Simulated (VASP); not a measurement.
Here is a VASP 6.6.1 calculation.

INCAR

```
  PREC = Accurate
  ENCUT = 520
  EDIFF = 1E-7
  ISMEAR = 0
  SIGMA = 0.1
  LREAL = False
  LASPH = True
  NELM = 100
  ALGO = Normal
  ISIF = 2
  LWAVE = False
  LCHARG = False
  GGA = PE
  NBANDS = 24
```

KPOINTS

```
Automatic mesh
0
Gamma
  8 8 8
```

File POSCAR:

```
CaO
1.0
   -1.5711316400      1.5711316400      5.3164580300
    1.5711316400     -1.5711316400      5.3164580300
    1.5711316400      1.5711316400     -5.3164580300
Ca O
2 2
Direct
    0.5420000000      0.5420000000      0.0000000000
    0.2920000000      0.7920000000      0.5000000000
    0.9580000000      0.9580000000      0.0000000000
    0.7080000000      0.2080000000      0.5000000000
```

Potentials or basis: VASP PAW PBE potentials, release 64 (Ca_sv, O).

Command:

```console
$ cat potpaw_PBE.64/Ca_sv/POTCAR potpaw_PBE.64/O/POTCAR > POTCAR
$ mpirun -np 1 vasp_std > vasp.out
```

**Question.** Estimate the band gap on the k mesh.

**Answer.** 3.64 eV, indirect (least direct gap 3.74 eV).

**Question.** Predict the pressure.

**Answer.** 7.4 GPa.

Stress tensor (GPa, compression positive):
```
 1.38  0.00  0.00
 0.00  1.38  0.00
 0.00  0.00 19.39
```

A k mesh can miss the band edges. A hybrid or GW would open this gap; PBE tends to underestimate it.
